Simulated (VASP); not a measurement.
A run of VASP 6.6.1:

Contents of INCAR:

```
PREC = Accurate
ENCUT = 520
EDIFF = 1E-6
ISMEAR = -1
SIGMA = 0.05
LREAL = F
LASPH = T
NELM = 150
ALGO = Normal
ISIF = 2
LWAVE = F
LCHARG = F
ISPIN = 2
MAGMOM = 0 2 0 0
LORBIT = 11
LMAXMIX = 4
GGA = PS
NBANDS = 28
```

The input KPOINTS:

```
regular mesh
0
Gamma
  11 11 11
```

Contents of POSCAR:

```
CoPdO2
1.0
    1.4024635453      0.8097127054      5.8361502750
   -1.4024635453      0.8097127054      5.8361502750
    0.0000000000     -1.6194254107      5.8361502750
Pd Co O
1 1 2
Direct
    0.0000000000      0.0000000000      0.0000000000
    0.5000000000      0.5000000000      0.5000000000
    0.1124760000      0.1124760000      0.1124760000
    0.8875240000      0.8875240000      0.8875240000
```

Potentials or basis: VASP PAW PBE potentials, release 64 (Pd, Co, O).

The run is started by

```sh
$ cat potpaw_PBE.64/Pd/POTCAR potpaw_PBE.64/Co/POTCAR potpaw_PBE.64/O/POTCAR > POTCAR
$ mpirun -np 1 vasp_std > vasp.out
```

Hardware: 1 thread of Intel(R) Xeon(R) Platinum 8259CL CPU @ 2.50GHz (Skylake/Cascade Lake), on a shared host.

**Question.** Estimate the wall time of this run.

**Answer.** Wall time 20 min on 1 thread of Intel(R) Xeon(R) Platinum 8259CL CPU @ 2.50GHz (Skylake/Cascade Lake), with other jobs on the host, peak memory 0.58 GiB. Counts: scf iterations 18, k points 146.
